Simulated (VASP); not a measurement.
Here is a VASP 6.6.1 calculation.

Contents of POSCAR:

```
K
1.0
    4.0733653181      0.0000000000      0.0000000000
    0.0000000000      4.3104394900      0.0000000000
    0.0000000000      0.0000000000      4.0733653181
K
1
Direct
    0.0000000000      0.0000000000      0.0000000000
```

Contents of INCAR.step1:

```
SYSTEM = K
PREC = Accurate
ENCUT = 520
ISMEAR = 0
SIGMA = 0.15
LREAL = .False.
LASPH = .True.
NELM = 100
NBANDS = 10
GGA = PE
ALGO = Normal
EDIFF = 1E-4
LWAVE = .True.
LCHARG = .False.
```

The input INCAR.step2:

```
SYSTEM = K
PREC = Accurate
ENCUT = 520
EDIFF = 1E-6
ISMEAR = 0
SIGMA = 0.15
LREAL = .False.
LASPH = .True.
NELM = 100
ALGO = Normal
ISIF = 2
LWAVE = .False.
LCHARG = .False.
METAGGA = R2SCAN
LMIXTAU = .True.
NBANDS = 10
ISTART = 1
```

Contents of KPOINTS:

```
Automatic mesh
0
Gamma
  10 10 10
  0 0 0
```

Potentials or basis: VASP PAW PBE potentials, release 64 (K_sv).

Launch:

```console
$ cat potpaw_PBE.64/K_sv/POTCAR > POTCAR
$ cp INCAR.step1 INCAR
$ mpirun -np 1 vasp_std > vasp.out
$ cp INCAR.step2 INCAR
$ mpirun -np 1 vasp_std > vasp.out
```

(1) What does it give for the band gap on the k mesh?

(2) What does it give for the pressure?

Answers

(1) zero (an odd number of electrons rules out a gap without spin polarisation).

(2) 0.4 GPa.

Caveat: the cell differs from its parent crystal (normal strain along x -0.0550, normal strain along z -0.0550); the PAW data sets were made with another functional, which shifts forces and pressure a little.
